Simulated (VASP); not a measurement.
Here is a VASP 6.6.1 calculation.

File INCAR:

```
SYSTEM = PtF3
PREC     = Accurate       ! precision mode
ENCUT    = 600            ! plane-wave cutoff, eV
EDIFF    = 1E-7           ! SCF threshold, eV
ISMEAR   = 0              ! smearing method
SIGMA    = 0.1            ! smearing width, eV
LREAL    = .False.        ! projectors in reciprocal space
LASPH    = .True.         ! aspherical terms in the spheres
NELM     = 150            ! most SCF steps
ALGO     = Normal         ! electronic algorithm
ISIF     = 3              ! what is computed and relaxed
LWAVE    = .False.        ! write WAVECAR
LCHARG   = .False.        ! write CHGCAR
ISPIN    = 2              ! spin polarisation
MAGMOM   = 1.92 0.41 0.41 0.41 ! initial moments
LORBIT   = 11             ! projections on sites
LMAXMIX  = 4              ! l up to which the mixer works
GGA      = PE             ! functional
IBRION   = 2              ! ionic algorithm
NSW      = 90             ! ionic steps
EDIFFG   = -0.04          ! ionic threshold
```

KPOINTS

```
Automatic mesh
0
Gamma
  6 6 6
  0 0 0
```

POSCAR

```
PtF3
1.0
    3.5824116790      0.0000000000      0.0000000000
    0.0000000000      3.5824116790      0.0000000000
    0.0000000000      0.0000000000      3.5824116790
Pt F
1 3
Direct
    0.0000000000      0.0000000000      0.0000000000
    0.0000000000      0.5000000000      0.5000000000
    0.5000000000      0.0000000000      0.5000000000
    0.5000000000      0.5000000000      0.0000000000
```

Potentials or basis: VASP PAW PBE potentials, release 64 (Pt, F).

Run with:

```console
$ cat potpaw_PBE.64/Pt/POTCAR potpaw_PBE.64/F/POTCAR > POTCAR
$ mpirun -np 1 vasp_std > vasp.out
```

**Question.** What does it give for the net moment?

**Answer.** 2.79 μB per cell.

**Question.** Estimate the relaxed volume.

**Answer.** 10.68 Å³/atom.

**Question.** Estimate the site moments.

**Answer.** Pt +1.76; F +0.32 μB.

**Question.** What does it give for the relaxed cell?

**Answer.** a = 3.496 Å, b = 3.496 Å, c = 3.496 Å, α = 90.00°, β = 90.00°, γ = 90.00°.

The path:
| step | energy change (eV) | largest force (eV/Å) | pressure (GPa) | volume (Å³) |
| --- | --- | --- | --- | --- |
| 1 | 0.0000 | 0.0000 | -6.98 | 45.98 |
| 2 | -0.0719 | 0.0000 | 0.16 | 42.72 |
